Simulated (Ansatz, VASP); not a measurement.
One calculation of NaF, two programs

Contents of INCAR:

```
PREC = Accurate
ENCUT = 520
EDIFF = 1E-6
ISMEAR = 0
SIGMA = 0.05
LREAL = False
LASPH = True
NELM = 60
ALGO = Normal
ISIF = 2
LWAVE = False
LCHARG = False
GGA = PE
NBANDS = 14
```

File KPOINTS:

```
Automatic mesh
0
Gamma
  8 8 8
```

Contents of POSCAR:

```
NaF
1.0
    0.0000000000      2.3233000000      2.3233000000
    2.3233000000      0.0000000000      2.3233000000
    2.3233000000      2.3233000000      0.0000000000
Na F
1 1
Direct
    0.0000000000      0.0000000000      0.0000000000
    0.5161408342      0.5161408342      0.4838591658
```

Input for Ansatz:

```yaml
crystal:
  lattice:
    - [0.0, 2.3233, 2.3233]
    - [2.3233, 0.0, 2.3233]
    - [2.3233, 2.3233, 0.0]
  atoms:
    - { symbol: Na, position: [0.0, 0.0, 0.0] }
    - { symbol: F, position: [0.5161408342, 0.5161408342, 0.4838591658] }
basis:
  ecutwfc: 420
kpoints:
  mp_grid: { grid: [8, 8, 8] }
hamiltonian:
  xc: pbe
scf:
  occupations: { method: gaussian, width: 0.05 }
output:
  forces: true
  stress: true
  eigenvalues: true
```

Change from the starting cell: all F atoms moved +0.075 Å, as atom 2 along Cartesian [0 0 1].

Alike in both runs: task single point; functional PBE; k mesh 8 × 8 × 8; occupations gaussian, width 0.05 eV; no spin polarisation.

```csv
,VASP,Ansatz
version,VASP 6.6.1,Ansatz 0.2.0
potentials or method,"VASP PAW PBE potentials, release 64 (Na_pv, F), cutoff 520 eV","scalar-relativistic, plane waves, PAW"
valence electrons in the cell,14,16
```

```tsv
	VASP	Ansatz	Ansatz less VASP
gap on the k mesh at the Fermi level (eV)	6.26	6.27	+0.017
least direct gap on the mesh (eV)	6.26	6.27	+0.017
pressure (GPa)	1.7	1.9	+0.13
traceless stress, the component that is largest in VASP (GPa)	0.43	0.42	-0.017
rms of the force components (eV/Å)	0.105	0.102	-0.0037
```

Atom by atom the forces differ by 0.004 eV/Å (rms over components). With one functional, cell and mesh, what is left measures potentials, basis and numerics. VASP's potentials hold 14 valence electrons a cell and Ansatz's 16, so a difference there can come from the potentials and not from the codes.
